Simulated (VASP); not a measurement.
# Hg2O (Cmcm) in VASP: single point with PBE

Aim: the single point of Hg2O with PBE.

Everything below comes from runs of VASP 6.6.1. Logs are shortened: lines on timing, memory, paths and dates and some standing lists are left out, and cuts for length are marked.

## Step 1: The cell of the first run

It takes space group Cmcm (No. 63, orthorhombic). The conventional cell has a = 7.194 Å, b = 7.007 Å, c = 6.724 Å, α = 90.00°, β = 90.00°, γ = 90.00°. Within 2.7 Å of Hg (site symmetry 2/m) lie 2 O at 2.01 Å. Hg (site symmetry m2m) has 3 O at 2.83 to 3.66 Å and 4 Hg at 3.47 to 3.51 Å within 3.7 Å. Within 2.7 Å of O (site symmetry m2m) lie 2 Hg at 2.01 Å.

The cell was generated, and may not be a known phase.

## Step 2: Single point, PBE

File INCAR:

```
PREC = Accurate
ENCUT = 700
EDIFF = 1E-6
ISMEAR = 0
SIGMA = 0.02
LREAL = F
LASPH = T
NELM = 120
ALGO = Normal
ISIF = 2
LWAVE = F
LCHARG = T
GGA = PE
LELF = T
LVHAR = T
NBANDS = 55
GGA_COMPAT = F
```

File KPOINTS:

```
Automatic mesh
0
Gamma
  6 6 4
```

File POSCAR:

```
Hg2O
1.0
    3.5968819086     -3.5035059149      0.0000000000
    3.5968819086      3.5035059149      0.0000000000
    0.0000000000      0.0000000000      6.7237830228
Hg O
4 2
Direct
    0.0000000000      0.0000000000      0.5000000000
    0.0000000000      0.0000000000      0.0000000000
    0.4389706700      0.5610293300      0.2500000000
    0.5610293300      0.4389706700      0.7500000000
    0.1573722300      0.8426277700      0.7500000000
    0.8426277700      0.1573722300      0.2500000000
```

Potentials or basis: VASP PAW PBE potentials, release 64 (Hg_sv_GW, O).

Run with:

```bash
$ cat potpaw_PBE.64/Hg_sv_GW/POTCAR potpaw_PBE.64/O/POTCAR > POTCAR
$ mpirun -np 1 vasp_std > vasp.out
```

OUTCAR:

```text
PREC = Accurate
   ENCUT = 700
   EDIFF = 1E-6
   ISMEAR = 0
   LREAL = F
   LASPH = T
   NELM = 120
   ISIF = 2
   GGA = PE

 ion  position               nearest neighbor table
   1  0.000  0.000  0.500-   5 2.01   6 2.01
   2  0.000  0.000  0.000-   5 2.01   6 2.01
   3  0.439  0.561  0.250-
   4  0.561  0.439  0.750-
   5  0.157  0.843  0.750-   1 2.01   2 2.01
   6  0.843  0.157  0.250-   1 2.01   2 2.01

  LATTYP: Found a base centered orthorhombic cell.
 ALAT       =     7.0070118298
 B/A-ratio  =     1.0266521581
 C/A-ratio  =     0.9595792309

  Lattice vectors:

 A1 = (  -3.5968819086,  -3.5035059149,   0.0000000000)
 A2 = (   3.5968819086,  -3.5035059149,   0.0000000000)
 A3 = (   0.0000000000,   0.0000000000,   6.7237830228)

Analysis of symmetry for initial positions (statically):
=====================================================================
 Subroutine PRICEL returns:
 Original cell was already a primitive cell.

 Routine SETGRP: Setting up the symmetry group for a
 base centered orthorhombic supercell.

 Subroutine GETGRP returns: Found  8 space group operations
 (whereof  4 operations were pure point group operations)
 out of a pool of  8 trial point group operations.

The static configuration has the point symmetry C_2h.
 The point group associated with its full space group is D_2h.

Analysis of symmetry for dynamics (positions and initial velocities):
=====================================================================
 Subroutine PRICEL returns:
 Original cell was already a primitive cell.

 Routine SETGRP: Setting up the symmetry group for a
 base centered orthorhombic supercell.

 Subroutine GETGRP returns: Found  8 space group operations
 (whereof  4 operations were pure point group operations)
 out of a pool of  8 trial point group operations.

The dynamic configuration has the point symmetry C_2h.
 The point group associated with its full space group is D_2h.

 Subroutine INISYM returns: Found  8 space group operations
 (whereof  4 operations are pure point group operations),
 and found     1 'primitive' translations

----------------------------------------------------------------------------------------

                                     Primitive cell

  volume of cell :     169.4622

  direct lattice vectors                    reciprocal lattice vectors
     3.596881909 -3.503505915  0.000000000     0.139009290 -0.142714187  0.000000000
     3.596881909  3.503505915  0.000000000     0.139009290  0.142714187  0.000000000
     0.000000000  0.000000000  6.723783023     0.000000000  0.000000000  0.148725799

  length of vectors
     5.021166514  5.021166514  6.723783023     0.199225807  0.199225807  0.148725799

  position of ions in fractional coordinates (direct lattice)
     0.000000000  0.000000000  0.500000000
     0.000000000  0.000000000  0.000000000
     0.438970670  0.561029330  0.250000000
     0.561029330  0.438970670  0.750000000
     0.157372230  0.842627770  0.750000000
     0.842627770  0.157372230  0.250000000

  ion indices of the primitive-cell ions
   primitive index   ion index
                 1           1
                 2           2
                 3           3
                 4           4
                 5           5
                 6           6

----------------------------------------------------------------------------------------

 KPOINTS: Automatic mesh

Automatic generation of k-mesh.
 Grid dimensions read from file:
 generate k-points for:    6    6    4

 Generating k-lattice:

  Cartesian coordinates                     Fractional coordinates (reciprocal lattice)
     0.023168215 -0.023785698  0.000000000     0.166666667  0.000000000  0.000000000
     0.023168215  0.023785698  0.000000000     0.000000000  0.166666667  0.000000000
     0.000000000  0.000000000  0.037181450     0.000000000  0.000000000  0.250000000

  Length of vectors
     0.033204301  0.033204301  0.037181450

  Shift w.r.t. Gamma in fractional coordinates (k-lattice)
     0.000000000  0.000000000  0.000000000

 Subroutine IBZKPT returns following result:
 ===========================================

 Found     39 irreducible k-points:

 Following reciprocal coordinates:
            Coordinates               Weight
  0.000000  0.000000  0.000000      1.000000
  0.166667  0.000000  0.000000      4.000000
  0.333333  0.000000  0.000000      4.000000
  0.500000 -0.000000  0.000000      2.000000
  0.166667  0.166667  0.000000      2.000000
  0.333333  0.166667  0.000000      4.000000
[... 16 lines left out ...]
  0.333333  0.333333  0.250000      4.000000
  0.500000  0.333333  0.250000      8.000000
 [... further k-points ...]
   k-points           NKPTS =     39   k-points in BZ     NKDIM =     39   number of bands    NBANDS=     55
   number of dos      NEDOS =    301   number of ions     NIONS =      6
   total plane-waves  NPLWV = 138240
   dimension x,y,z NGX =    48 NGY =   48 NGZ =   60
   dimension x,y,z NGXF=    96 NGYF=   96 NGZF=  120
   ions per type =               4   2
   NGX,Y,Z   is equivalent  to a cutoff of  15.89, 15.89, 14.84 a.u.
   NGXF,Y,Z  is equivalent  to a cutoff of  31.78, 31.78, 29.67 a.u.
 SYSTEM =  unknown system
   PREC   = accura    normal or accurate (medium, high low for compatibility)
   ISTART =      0    job   : 0-new  1-cont  2-samecut
   ICHARG =      2    charge: 1-file 2-atom 10-const
   ISPIN  =      1    spin polarized calculation?
   LNONCOLLINEAR =      F non collinear calculations
   LSORBIT =      F    spin-orbit coupling
   LASPH  =      T    aspherical Exc in radial PAW
   ENCUT  =  700.0 eV  51.45 Ry    7.17 a.u.  10.83 10.83 14.51*2*pi/ulx,y,z
   NELM   =    120;   NELMIN=  2; NELMDL= -5     # of ELM steps
   EDIFF  = 0.1E-05   stopping-criterion for ELM
   LREAL  =      F    real-space projection
   EDIFFG = 0.1E-04   stopping-criterion for IOM
   NSW    =      0    number of steps for IOM
   IBRION =     -1    ionic relax: 0-MD 1-quasi-New 2-CG
   NFREE  =      0    steps in history (QN), initial steepest desc. (CG)
   ISIF   =      2    stress and relaxation
   ISYM   =      2    0-nonsym 1-usesym 2-fastsym
   POTIM  = 0.5000    time-step for ionic-motion
   TEBEG  =    0.0;   TEEND  =   0.0 temperature during run
   PSTRESS=    0.0 pullay stress
   NELECT =      92.0000    total number of electrons
   NUPDOWN=      -1.0000    fix difference up-down
   EMIN   =  10.00;   EMAX   =-10.00  energy-range for DOS
   EFERMI =   0.00;   METHOD = LEGACY
   ISMEAR =     0;   SIGMA  =   0.02  broadening in eV -4-tet -1-fermi 0-gaus
   EFERMI_NEDOS =   21; number of points for ismear=-14 and -15
   IALGO  =     38    algorithm
   IMIX   =      4    mixing-type and parameters
     AMIX     =   0.40;   BMIX     =  1.00
     AMIX_MAG =   1.60;   BMIX_MAG =  1.00
  volume/ion in A,a.u.               =      28.24       190.60
  Fermi-wavevector in a.u.,A,eV,Ry     =   1.335508  2.523744 24.267106  1.783582
  Thomas-Fermi vector in A             =   2.464207
   LORBIT       =      0    0 simple, 1 ext, 2 COOP (PROOUT), +10 PAW based schemes
   GGA     = PE    functional components
   LHFCALC =     F    Hartree Fock is set to
   AEXX    =    0.0000 exact exchange contribution
   IVDW    =     0    specifies the selected vdW correction
   LEPSILON=     F    determine dielectric tensor
   LRPA    =     F    only Hartree local field effects (RPA)
 non-spin polarized calculation
 Gauss-broadening in eV      SIGMA  =   0.02
  energy-cutoff  :      700.00
  volume of cell :      169.46
 maximum number of plane-waves:      7151
 NGX is ok and might be reduce to    48
   NGX = 21   NGY = 21   NGZ = 29

 number of electron      92.0000007 magnetization

 Free energy of the ion-electron system (eV)
  ---------------------------------------------------
  ext. energy  EPLUGINS =         0.00000000
  ---------------------------------------------------
  free energy    TOTEN  =       -11.56620006 eV

  energy without entropy =      -11.56620006  energy(sigma->0) =      -11.56620006

 E-fermi :   1.6588     XC(G=0):  -8.6681

 val. band max:        1.4824534426   @ k =   0.5000  -0.0000   0.0000
 cond. band min:       2.3646584630   @ k =   0.5000  -0.0000   0.0000
 fundamental gap:      0.8822050205
 Fermi energy:         1.6588346489

 k-point     1 :       0.0000    0.0000    0.0000
  band No.  band energies     occupation
      1    -113.3102      2.00000
      2    -113.3101      2.00000
      3    -111.9865      2.00000
      4    -111.9864      2.00000
      5     -61.8052      2.00000
      6     -61.7939      2.00000
[... 47 lines left out ...]
     54       8.0699      0.00000
     55       8.1550      0.00000

 k-point     2 :       0.1667    0.0000    0.0000
  band No.  band energies     occupation
      1    -113.3103      2.00000
      2    -113.3101      2.00000
      3    -111.9865      2.00000
      4    -111.9864      2.00000
      5     -61.8053      2.00000
      6     -61.7939      2.00000
[... 47 lines left out ...]
     54       8.1809      0.00000
     55       8.2846      0.00000

 k-point     3 :       0.3333    0.0000    0.0000
  band No.  band energies     occupation
      1    -113.3103      2.00000
      2    -113.3101      2.00000
      3    -111.9865      2.00000
      4    -111.9864      2.00000
      5     -61.8053      2.00000
      6     -61.7939      2.00000
[... 1152 lines left out ...]
 k-point    23 :       0.3333    0.3333    0.2500
  band No.  band energies     occupation
      1    -113.3103      2.00000
      2    -113.3101      2.00000
      3    -111.9865      2.00000
      4    -111.9864      2.00000
      5     -61.8036      2.00000
      6     -61.7956      2.00000
[... 47 lines left out ...]
     54       7.6768      0.00000
     55       9.0280      0.00000

 k-point    24 :       0.5000    0.3333    0.2500
  band No.  band energies     occupation
      1    -113.3103      2.00000
      2    -113.3101      2.00000
      3    -111.9865      2.00000
      4    -111.9864      2.00000
      5     -61.8036      2.00000
      6     -61.7956      2.00000
[... 47 lines left out ...]
     54       7.6785      0.00000
     55       8.9943      0.00000

 [... further k-points ...]
[... 5 lines left out ...]
  --------------------------------------------------------------------------------------
  -------------------------------------------------------------------------------------
  Total       -0.2032790     -0.1401172      0.0625365      0.0000000     -0.0000000      0.0000000
  in kB       -1.9218982     -1.3247355      0.5912505      0.0000000     -0.0000000      0.0000000
  external PRESSURE =      -0.8851277 kB  Pullay stress =       0.0000000 kB

 VOLUME and BASIS-vectors are now :
 -----------------------------------------------------------------------------
  energy-cutoff  :      700.00
  volume of cell :      169.46
      direct lattice vectors                 reciprocal lattice vectors
     3.596881909 -3.503505915  0.000000000     0.139009290 -0.142714187  0.000000000
     3.596881909  3.503505915  0.000000000     0.139009290  0.142714187  0.000000000
     0.000000000  0.000000000  6.723783023     0.000000000  0.000000000  0.148725799

 POSITION                                       TOTAL-FORCE (eV/Angst)
 -----------------------------------------------------------------------------------
      0.00000      0.00000      3.36189         0.000000      0.000000     -0.000000
      0.00000      0.00000      0.00000         0.000000      0.000000     -0.000000
      3.59688      0.42763      1.68095         0.000000      0.000643      0.000000
      3.59688     -0.42763      5.04284         0.000000     -0.000643      0.000000
      3.59688      2.40080      5.04284         0.000000     -0.048974     -0.000000
      3.59688     -2.40080      1.68095         0.000000      0.048974     -0.000000
 -----------------------------------------------------------------------------------
    total drift:                                0.000000     -0.000000      0.000000

  FREE ENERGIE OF THE ION-ELECTRON SYSTEM (eV)
  ---------------------------------------------------
  free  energy   TOTEN  =       -11.5662000609 eV

  energy  without entropy=      -11.5662000609  energy(sigma->0) =      -11.56620006
```

Wall time 11 min (1 thread of Intel Xeon Platinum 8488C (Sapphire Rapids), shared host); peak memory 0.66 GiB.

Results:

```
Free energy            : -11.5662 eV
Pressure               : -0.1 GPa
Largest force          : 0.049 eV/Å
Band gap on the k mesh : 0.88 eV
```

Forces in eV/Å, atoms in the order of the input:
```
Hg   0.000  0.000  0.000
Hg   0.000  0.000  0.000
Hg   0.000  0.001  0.000
Hg   0.000 -0.001  0.000
O    0.000 -0.049  0.000
O    0.000  0.049  0.000
```

Caveat: spin-orbit coupling is left out, which moves the levels of the heavy elements.
